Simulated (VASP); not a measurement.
A run of VASP 6.6.1 is set up as follows.

The input POSCAR:

```
SnSe
1.0
    0.0000000000      3.0021131514      3.0021131514
    3.0021131514      0.0000000000      3.0021131514
    3.0021131514      3.0021131514      0.0000000000
Sn Se
1 1
Direct
    0.0000000000      0.0000000000      0.0000000000
    0.5000000000      0.5000000000      0.5000000000
```

The input INCAR.step1:

```
PREC = Accurate ; ENCUT = 520
EDIFF = 1E-5 ; ISMEAR = 0
SIGMA = 0.01 ; LREAL = F
LASPH = T ; NELM = 60
ALGO = Normal ; ISIF = 2
LWAVE = T ; LCHARG = F
NBANDS = 17 ; GGA = PE
```

Contents of INCAR.step2:

```
PREC = Accurate ; ENCUT = 520
EDIFF = 1E-7 ; ISMEAR = 0
SIGMA = 0.01 ; LREAL = F
LASPH = T ; NELM = 60
ALGO = Normal ; ISIF = 2
LWAVE = F ; LCHARG = F
GGA = PE ; LHFCALC = T
AEXX = 0.35 ; PRECFOCK = Normal
NBANDS = 17 ; ISTART = 1
```

Contents of KPOINTS:

```
regular mesh
0
Gamma
  4 4 4
```

Potentials or basis: VASP PAW PBE potentials, release 64 (Sn_d, Se).

The run is started by

```sh
$ cat potpaw_PBE.64/Sn_d/POTCAR potpaw_PBE.64/Se/POTCAR > POTCAR
$ cp INCAR.step1 INCAR
$ mpirun -np 1 vasp_std > vasp.out
$ cp INCAR.step2 INCAR
$ mpirun -np 1 vasp_std > vasp.out
```

**Question.** What does it give for the pressure?

**Answer.** -2.2 GPa.

**Question.** Estimate the band gap on the k mesh.

**Answer.** 1.27 eV, direct.

Caveat: the k points lie up to 0.45 Å⁻¹ apart; the PAW data sets were made with another functional, which shifts forces and pressure a little; spin-orbit coupling is left out, which moves the levels of the heavy elements. A k mesh can miss the band edges.
